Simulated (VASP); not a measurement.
# Al in VASP: a series of runs

Al is run at these levels: PBEsol; tasks: single point.

All numbers are computed with VASP 6.6.1; they aren't measurements. Logs are shortened: lines on timing, memory, paths and dates and some standing lists are left out, and cuts for length are marked.

**1. The cell of the first run**

The cell holds a slab with vacuum, 13 atoms: a = 4.016 Å, b = 4.918 Å, c = 25.775 Å, α = 90.00°, β = 90.00°, γ = 114.09°.

**2. Single point, PBEsol**

The input, INCAR:

```
SYSTEM = Al
  ALGO = Fast
  DIPOL = 0.5 0.5 0.500
  EDIFF = 1E-7
  ENCUT = 520
  GGA = PS
  IDIPOL = 3
  ISIF = 2
  ISMEAR = 0
  ISYM = 0
  LASPH = .TRUE.
  LCHARG = .FALSE.
  LDIPOL = .TRUE.
  LREAL = .FALSE.
  LWAVE = .FALSE.
  NBANDS = 32
  NELM = 100
  PREC = Accurate
  SIGMA = 0.1
```

The input, KPOINTS:

```
k-points
0
G
  10 8 1
  0 0 0
```

The input, POSCAR:

```
Al
1.0
    4.0155561815      0.0000000000      0.0000000000
   -2.0077780908      4.4895282947      0.0000000000
    0.0000000000      0.0000000000     25.7748679073
Al
13
Direct
    0.7000000000      0.4000000000      0.2909811227
    0.4000000000      0.8000000000      0.3258176022
    0.1000000000      0.2000000000      0.3606540818
    0.8000000000      0.6000000000      0.3954905613
    0.5000000000      0.0000000000      0.4303270409
    0.2000000000      0.4000000000      0.4651635204
    0.9000000000      0.8000000000      0.5000000000
    0.6000000000      0.2000000000      0.5348364796
    0.3000000000      0.6000000000      0.5696729591
    0.0000000000      0.0000000000      0.6045094387
    0.7000000000      0.4000000000      0.6393459182
    0.4000000000      0.8000000000      0.6741823978
    0.1000000000      0.2000000000      0.7090188773
```

Potentials or basis: VASP PAW PBE potentials, release 64 (Al).

Run with:

```console
> cat potpaw_PBE.64/Al/POTCAR > POTCAR
> mpirun -np 1 vasp_std > vasp.out
```

OUTCAR:

```text
SYSTEM = Al
   EDIFF = 1E-7
   ENCUT = 520
   GGA = PS
   ISIF = 2
   ISMEAR = 0
   ISYM = 0
   LASPH = .TRUE.
   LREAL = .FALSE.
   NELM = 100
   PREC = Accurate

 ion  position               nearest neighbor table
   1  0.700  0.400  0.291-   4 2.84   2 2.84   2 2.84   2 2.84   3 2.84   3 2.84
   2  0.400  0.800  0.326-   1 2.84   1 2.84   1 2.84   4 2.84   4 2.84   3 2.84   3 2.84   3 2.84
                             5 2.84
   3  0.100  0.200  0.361-   6 2.84   4 2.84   4 2.84   4 2.84   1 2.84   5 2.84   1 2.84   5 2.84
                             2 2.84   2 2.84   2 2.84
   4  0.800  0.600  0.395-   1 2.84   3 2.84   3 2.84   3 2.84   6 2.84   2 2.84   6 2.84   2 2.84
                             5 2.84   5 2.84   5 2.84   7 2.84
   5  0.500  0.000  0.430-   6 2.84   6 2.84   6 2.84   7 2.84   3 2.84   7 2.84   3 2.84   4 2.84
                             4 2.84   4 2.84   8 2.84   2 2.84
   6  0.200  0.400  0.465-   3 2.84   5 2.84   5 2.84   5 2.84   4 2.84   4 2.84   7 2.84   7 2.84
                             7 2.84   9 2.84   8 2.84   8 2.84
   7  0.900  0.800  0.500-   5 2.84   9 2.84   5 2.84   9 2.84   6 2.84   8 2.84   6 2.84   8 2.84
                             8 2.84   6 2.84   4 2.84  10 2.84
   8  0.600  0.200  0.535-  11 2.84   9 2.84   9 2.84   9 2.84  10 2.84  10 2.84   7 2.84   7 2.84
                             7 2.84   5 2.84   6 2.84   6 2.84
   9  0.300  0.600  0.570-   8 2.84   8 2.84   8 2.84  11 2.84   7 2.84  11 2.84   7 2.84  10 2.84
                            10 2.84  10 2.84  12 2.84   6 2.84
  10  0.000  0.000  0.605-  13 2.84  11 2.84  11 2.84  11 2.84   8 2.84  12 2.84   8 2.84  12 2.84
                             9 2.84   9 2.84   9 2.84   7 2.84
  11  0.700  0.400  0.639-   8 2.84  10 2.84  10 2.84  10 2.84   9 2.84  13 2.84  13 2.84   9 2.84
                            12 2.84  12 2.84  12 2.84
  12  0.400  0.800  0.674-  13 2.84  13 2.84  13 2.84  10 2.84  10 2.84  11 2.84  11 2.84  11 2.84
                             9 2.84
  13  0.100  0.200  0.709-  10 2.84  12 2.84  12 2.84  12 2.84  11 2.84  11 2.84

IMPORTANT INFORMATION: All symmetrisations will be switched off!
NOSYMM: (Re-)initialisation of all symmetry stuff for point group C_1.

----------------------------------------------------------------------------------------

                                     Primitive cell

  volume of cell :     464.6681

  direct lattice vectors                    reciprocal lattice vectors
     4.015556182  0.000000000  0.000000000     0.249031505  0.111370275  0.000000000
    -2.007778091  4.489528295  0.000000000     0.000000000  0.222740550  0.000000000
     0.000000000  0.000000000 25.774867907     0.000000000  0.000000000  0.038797483

  length of vectors
     4.015556182  4.918031839 25.774867907     0.272800346  0.222740550  0.038797483

[... 151 lines left out ...]
   AEXX    =    0.0000 exact exchange contribution
   IVDW    =     0    specifies the selected vdW correction
   LEPSILON=     F    determine dielectric tensor
   LRPA    =     F    only Hartree local field effects (RPA)
 non-spin polarized calculation
 RMM-DIIS sequential band-by-band and
 Gauss-broadening in eV      SIGMA  =   0.10
  energy-cutoff  :      520.00
  volume of cell :      464.67
 maximum number of plane-waves:     12612
 NGX is ok and might be reduce to    30
   NGX = 15   NGY = 19   NGZ = 95

 dipolmoment           0.000000      0.000000      0.000000 electrons x Angstroem

 number of electron      39.0000000 magnetization

 dipolmoment           0.000000      0.000000     -0.000000 electrons x Angstroem

 Free energy of the ion-electron system (eV)
  ---------------------------------------------------
  ext. energy  EPLUGINS =         0.00000000
  ---------------------------------------------------
  free energy    TOTEN  =       -50.43805863 eV

  energy without entropy =      -50.40027345  energy(sigma->0) =      -50.41916604

 E-fermi :   1.4242     XC(G=0):  -5.5156

 val. band max:        1.4095845509   @ k =   0.0000   0.1250   0.0000
 cond. band min:       1.4247509719   @ k =   0.1000   0.1250   0.0000
 fundamental gap:      0.0151664210
 Fermi energy:         1.4241840864

 k-point     1 :       0.0000    0.0000    0.0000
  band No.  band energies     occupation
      1      -9.5842      2.00000
      2      -8.8253      2.00000
      3      -7.6326      2.00000
      4      -6.0735      2.00000
      5      -4.2640      2.00000
      6      -2.4952      2.00000
[... 805 lines left out ...]
     30       4.4116      0.00000
     31       4.7714      0.00000

 [... further k-points ...]

 [bands above 31 left out]

------------------------ aborting loop because EDIFF is reached ----------------------------------------

 vacuum level on the upper side and lower side of the slab       (xc-potential included)        -0.081        -0.082

  FORCE on cell =-STRESS in cart. coord.  units (eV):
  Direction    XX          YY          ZZ          XY          YZ          ZX
  --------------------------------------------------------------------------------------
  -------------------------------------------------------------------------------------
  Total       -3.0378258     -3.5996621      0.0610990      0.1327240     -0.0455899      0.0274533
  in kB      -10.4744343    -12.4116479      0.2106696      0.4576329     -0.1571943      0.0946592
  external PRESSURE =      -7.5584708 kB  Pullay stress =       0.0000000 kB

 VOLUME and BASIS-vectors are now :
 -----------------------------------------------------------------------------
  energy-cutoff  :      520.00
  volume of cell :      464.67
      direct lattice vectors                 reciprocal lattice vectors
     4.015556182  0.000000000  0.000000000     0.249031505  0.111370275  0.000000000
    -2.007778091  4.489528295  0.000000000     0.000000000  0.222740550  0.000000000
     0.000000000  0.000000000 25.774867907     0.000000000  0.000000000  0.038797483

 POSITION                                       TOTAL-FORCE (eV/Angst)
 -----------------------------------------------------------------------------------
      2.00778      1.79581      7.50000        -0.004605     -0.040820      0.319119
     -0.00000      3.59162      8.39791        -0.001027      0.085659     -0.287841
     -0.00000      0.89791      9.29581        -0.002432     -0.027457     -0.073031
      2.00778      2.69372     10.19372         0.011757      0.018136     -0.048590
      2.00778      0.00000     11.09162         0.001376     -0.018952     -0.015480
     -0.00000      1.79581     11.98953        -0.010820     -0.064747     -0.045368
      2.00778      3.59162     12.88743         0.000000      0.000000     -0.000000
      2.00778      0.89791     13.78534         0.010820      0.064747      0.045368
     -0.00000      2.69372     14.68325        -0.001376      0.018952      0.015479
      0.00000      0.00000     15.58115        -0.011757     -0.018136      0.048589
      2.00778      1.79581     16.47906         0.002432      0.027457      0.073031
     -0.00000      3.59162     17.37696         0.001027     -0.085659      0.287842
     -0.00000      0.89791     18.27487         0.004605      0.040820     -0.319118
 -----------------------------------------------------------------------------------
    total drift:                                0.000001      0.000000     -0.000000

  FREE ENERGIE OF THE ION-ELECTRON SYSTEM (eV)
  ---------------------------------------------------
  free  energy   TOTEN  =       -50.4380586313 eV

  energy  without entropy=      -50.4002734515  energy(sigma->0) =      -50.41916604

 vacuum level on the upper side and lower side of the slab         5.598         5.597
```

stdout:

```text
POSCAR found type information on POSCAR Al
 POSCAR found :  1 types and      13 ions
 scaLAPACK will be used
 -----------------------------------------------------------------------------
|                                                                             |
|                                                                             |
[... 21 lines left out ...]
|     Results are often still useful ...                                      |
|                                                                             |
 -----------------------------------------------------------------------------

 POSCAR, INCAR and KPOINTS ok, starting setup
 FFT: planning ... GRIDC
 FFT: planning ... GRID_SOFT
 FFT: planning ... GRID
 WAVECAR not read
 entering main loop
```

Run time: 35 min. Hardware: 1 thread of Intel Xeon 8259CL, shared host; peak memory 0.78 GiB.

What came out:

```
Free energy            : -50.4381 eV
Largest force          : 0.322 eV/Å
Band gap on the k mesh : zero (an odd number of electrons rules out a gap without spin polarisation)
```

Forces in eV/Å, atoms in the order of the input:
```
Al  -0.005 -0.041  0.319
Al  -0.001  0.086 -0.288
Al  -0.002 -0.027 -0.073
Al   0.012  0.018 -0.049
Al   0.001 -0.019 -0.015
Al  -0.011 -0.065 -0.045
Al   0.000  0.000  0.000
Al   0.011  0.065  0.045
Al  -0.001  0.019  0.015
Al  -0.012 -0.018  0.049
Al   0.002  0.027  0.073
Al   0.001 -0.086  0.288
Al   0.005  0.041 -0.319
```

Caveat: the PAW data sets were made with another functional, which shifts forces and pressure a little.

**3. Single point, PBEsol**

The input, INCAR:

```
PREC = Accurate
ENCUT = 520
EDIFF = 1E-6
ISMEAR = 0
SIGMA = 0.1
LREAL = False
LASPH = True
NELM = 80
ALGO = Fast
ISIF = 2
LWAVE = False
LCHARG = False
LDIPOL = True
IDIPOL = 3
DIPOL = 0.5 0.5 0.500
GGA = PS
NBANDS = 32
ISYM = 0
```

The input, KPOINTS:

```
Automatic mesh
0
Gamma
  10 8 1
```

The input, POSCAR:

```
Al
1.0
    4.0155561815      0.0000000000      0.0000000000
   -2.0077780908      4.4895282947      0.0000000000
    0.0000000000      0.0000000000     25.7748679073
Al
13
Direct
    0.6998535509      0.4018177578      0.2941395016
    0.4023655020      0.8048018805      0.3201899635
    0.0995346899      0.1996668816      0.3595230854
    0.8029511649      0.6045131123      0.3947676245
    0.4987313563     -0.0032857137      0.4291351295
    0.1982779400      0.3966773592      0.4645968329
    0.8999999579      0.7999999439      0.4999999940
    0.6017221436      0.2033228039      0.5354031905
    0.3012686477      0.6032857183      0.5708648995
   -0.0029510926     -0.0045130365      0.6052324392
    0.7004651435      0.4003328739      0.6404769194
    0.3976346610      0.7951984966      0.6798099854
    0.1001463348      0.1981819222      0.7058604346
```

Potentials or basis: VASP PAW PBE potentials, release 64 (Al).

Run with:

```console
> cat potpaw_PBE.64/Al/POTCAR > POTCAR
> mpirun -np 1 vasp_std > vasp.out
```

It took 35 min on 1 thread of Intel Xeon 8259CL, shared host; peak memory 0.78 GiB.

The run converged. Its results:

```yaml
Free_energy: -50.5116 eV
Largest_force: 0.022 eV/Å
Band_gap_on_the_k_mesh: zero (an odd number of electrons rules out a gap without spin polarisation)
```

Forces in eV/Å, atoms in the order of the input:
```
Al   0.000 -0.006  0.004
Al  -0.001  0.015  0.009
Al   0.001 -0.011  0.008
Al   0.000 -0.006 -0.009
Al   0.000  0.012 -0.018
Al   0.001 -0.002 -0.010
Al   0.000  0.000  0.000
Al  -0.001  0.002  0.010
Al   0.000 -0.012  0.018
Al   0.000  0.006  0.009
Al  -0.001  0.011 -0.008
Al   0.001 -0.015 -0.009
Al   0.000  0.006 -0.004
```

Levels at points of the mesh, in eV from the Fermi level:
```tsv
k point	band 16	band 17	band 18	band 19	band 20	band 21	band 22	band 23	band 24	band 25
(0.00, 0.00, 0.00)	-0.53	-0.46	-0.40	-0.26	0.25	0.56	0.61	0.65	0.86	1.00
(0.50, 0.00, 0.00)	-2.75	-1.70	-1.20	-1.15	-0.81	0.34	0.44	0.59	1.02	1.78
(0.00, 0.50, 0.00)	-0.94	-0.53	-0.28	0.28	0.46	0.78	1.73	2.13	2.25	2.73
(0.50, 0.50, 0.00)	-2.75	-1.70	-1.21	-1.15	-0.81	0.35	0.43	0.58	1.03	1.78
```

Caveat: the PAW data sets were made with another functional, which shifts forces and pressure a little.
